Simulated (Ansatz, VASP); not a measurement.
# Two plane-wave programs on NaF

Contents of POSCAR:

```
NaF
1.0
    2.7934852186      0.0000000000      0.0000000000
    0.0000000000      2.7934852186      0.0000000000
    0.0000000000      0.0000000000      2.7934852186
Na F
1 1
Direct
    0.0000000000      0.0000000000      0.0000000000
    0.5000000000      0.5000000000      0.5000000000
```

Contents of INCAR.step1:

```
SYSTEM = NaF
PREC = Accurate ; ENCUT = 520
EDIFF = 1E-5 ; ISMEAR = 0
SIGMA = 0.01 ; LREAL = .FALSE.
LASPH = .TRUE. ; NELM = 100
ALGO = Normal ; ISIF = 2
LWAVE = .TRUE. ; LCHARG = .FALSE.
GGA = PE ; NBANDS = 14
```

The input INCAR.step2:

```
SYSTEM = NaF
PREC = Accurate ; ENCUT = 520
EDIFF = 1E-7 ; ISMEAR = 0
SIGMA = 0.01 ; LREAL = .FALSE.
LASPH = .TRUE. ; NELM = 100
ALGO = Normal ; ISIF = 2
LWAVE = .FALSE. ; LCHARG = .FALSE.
GGA = PE ; LHFCALC = .TRUE.
AEXX = 0.35 ; HFSCREEN = 0.5
PRECFOCK = Normal ; ISTART = 1
NBANDS = 14
```

The input KPOINTS:

```
regular mesh
0
G
  4 4 4
  0 0 0
```

Input for Ansatz:

```yaml
crystal:
  lattice:
    - [2.7934852186, 0.0, 0.0]
    - [0.0, 2.7934852186, 0.0]
    - [0.0, 0.0, 2.7934852186]
  atoms:
    - { symbol: Na, position: [0.0, 0.0, 0.0] }
    - { symbol: F, position: [0.5, 0.5, 0.5] }
kpoints:
  mp_grid: { grid: [4, 4, 4] }
hamiltonian:
  xc: { exchange: pbe, correlation: pbe, exx: { coeff: 0.35, omega: 0.5 } }
scf:
  occupations: { method: fixed }
  n_extra_bands: 4
output:
  forces: true
  stress: true
  eigenvalues: true
```

Alike in both runs: task single point; functional PBE-based screened hybrid; k mesh 4 × 4 × 4; no spin polarisation.

```csv
,VASP,Ansatz
version,VASP 6.6.1,Ansatz 0.2.0
potentials or method,"VASP PAW PBE potentials, release 64 (Na_pv, F)",plane waves
plane-wave cutoff (eV),520,420
occupations,"gaussian, width 0.01 eV",fixed
valence electrons in the cell,14,16
```

Ansatz gave:

| Item | Value |
| --- | --- |
| gap on the k mesh at the Fermi level (eV) | 8.13 |
| pressure (GPa) | 1.1 |

Task: Estimate VASP's values.

Result: gap on the k mesh at the Fermi level (eV): 8.09; pressure (GPa): 1.3.

VASP's potentials were made for PBE, not for PBE-based screened hybrid. VASP's potentials hold 14 valence electrons a cell and Ansatz's 16, so a difference there can come from the potentials and not from the codes. Ansatz's warnings: stress exchange threshold loose, stress scf threshold loose.

The k mesh is coarse, so the values compare programs but aren't converged.
